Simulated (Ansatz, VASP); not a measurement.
# One calculation of BN, two programs

The input INCAR:

```
PREC     = Accurate       # precision mode
ENCUT    = 520            # plane-wave cutoff, eV
EDIFF    = 1E-6           # SCF threshold, eV
ISMEAR   = 0              # smearing method
SIGMA    = 0.05           # smearing width, eV
LREAL    = False          # projectors in reciprocal space
LASPH    = True           # aspherical terms in the spheres
NELM     = 100            # most SCF steps
ALGO     = Normal         # electronic algorithm
ISIF     = 2              # what is computed and relaxed
LWAVE    = False          # write WAVECAR
LCHARG   = False          # write CHGCAR
GGA      = CA             # functional
NBANDS   = 16             # bands
```

The input KPOINTS:

```
regular mesh
0
Gamma
  12 12 4
```

File POSCAR:

```
BN
1.0
    2.3091399482      0.0000000000      0.0000000000
   -1.1545699741      1.9997738560      0.0000000000
    0.0000000000      0.0000000000      6.6378536950
B N
2 2
Direct
    0.3333333333      0.6666666667      0.2500000000
    0.6666666667      0.3333333333      0.7500000000
    0.3333333333      0.6666666667      0.7500000000
    0.6666666667      0.3333333333      0.2500000000
```

Input for Ansatz:

```yaml
crystal:
  lattice:
    - [2.3091399482, 0.0, 0.0]
    - [-1.1545699741, 1.999773856, 0.0]
    - [0.0, 0.0, 6.637853695]
  atoms:
    - { symbol: B, position: [0.3333333333, 0.6666666667, 0.25] }
    - { symbol: B, position: [0.6666666667, 0.3333333333, 0.75] }
    - { symbol: "N", position: [0.3333333333, 0.6666666667, 0.75] }
    - { symbol: "N", position: [0.6666666667, 0.3333333333, 0.25] }
basis:
  ecutwfc: 520.0
kpoints:
  mp_grid: { grid: [12, 12, 4] }
hamiltonian:
  xc: lda
  pseudopotentials: { kind: paw, azcp: { folder: soft_1 } }
scf:
  occupations: { method: gaussian, width: 0.05 }
output:
  forces: true
  stress: true
  eigenvalues: true
```

Alike in both runs: task single point; functional LDA; k mesh 12 × 12 × 4; occupations gaussian, width 0.05 eV; no spin polarisation.

```csv
,VASP,Ansatz
version,VASP 6.6.1,Ansatz 0.2.0
potentials or method,"VASP PAW LDA potentials, release 64 (B, N), cutoff 520 eV","scalar-relativistic, plane waves, PAW"
valence electrons in the cell,16,16
```

Ansatz gave:

- gap on the k mesh at the Fermi level (eV): 4.42
- least direct gap on the mesh (eV): 5.08

**Question.** Which values does VASP return?

**Answer.** gap on the k mesh at the Fermi level (eV): 4.41; least direct gap on the mesh (eV): 5.08.

Ansatz warns that its potentials were made for another functional, while VASP's fit it. LDA's correlation is that of Perdew and Zunger in VASP and of Perdew and Wang (1992) in Ansatz.
